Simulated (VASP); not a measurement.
BN, 12 atoms in the cell. The structure is trigonal, space group P3m1 (No. 156). The conventional cell has a = 2.554 Å, b = 2.554 Å, c = 12.931 Å, α = 90.00°, β = 90.00°, γ = 120.00°. Within 2.1 Å of B (site symmetry 3m) lie 4 N at 1.57 to 1.58 Å. Within 2.1 Å of B (site symmetry 3m) lie 4 N at 1.57 to 1.58 Å. Within 2.1 Å of B (site symmetry 3m) lie 4 N at 1.57 to 1.58 Å. B (site symmetry 3m) has 4 N at 1.57 to 1.83 Å within 2.1 Å. Within 2.1 Å of B (site symmetry 3m) lie 4 N at 1.57 to 1.58 Å. B (site symmetry 3m) has 4 N at 1.57 to 1.58 Å within 2.1 Å. Within 2.1 Å of N (site symmetry 3m) lie 4 B at 1.57 to 1.58 Å. N (site symmetry 3m) has 4 B at 1.57 to 1.58 Å within 2.1 Å. 

```yaml
Program: VASP 6.6.1
Task: single point
Functional: PBE
Potentials_or_basis: VASP PAW PBE potentials, release 64 (B, N)
Cutoff: 520 eV
k_mesh: 10 × 10 × 2
Occupations: gaussian, width 0.05 eV
Spin: no spin polarisation
Dipole_correction: no
Further_INCAR_settings: ALGO = Normal; EDIFF = 1e-07; NBANDS = 36
```

Potentials or basis: VASP PAW PBE potentials, release 64 (B, N).

Command:

```sh
$ cat potpaw_PBE.64/B/POTCAR potpaw_PBE.64/N/POTCAR > POTCAR
$ mpirun -np 1 vasp_std > vasp.out
```

Hardware: 1 thread of Intel(R) Xeon(R) 6975P-C (Granite Rapids), on a shared host.

Estimate the wall time of this run.

Wall time 35 s on 1 thread of Intel(R) Xeon(R) 6975P-C (Granite Rapids), with other jobs on the host, peak memory 0.2 GiB. Counts: scf iterations 15, k points 28.
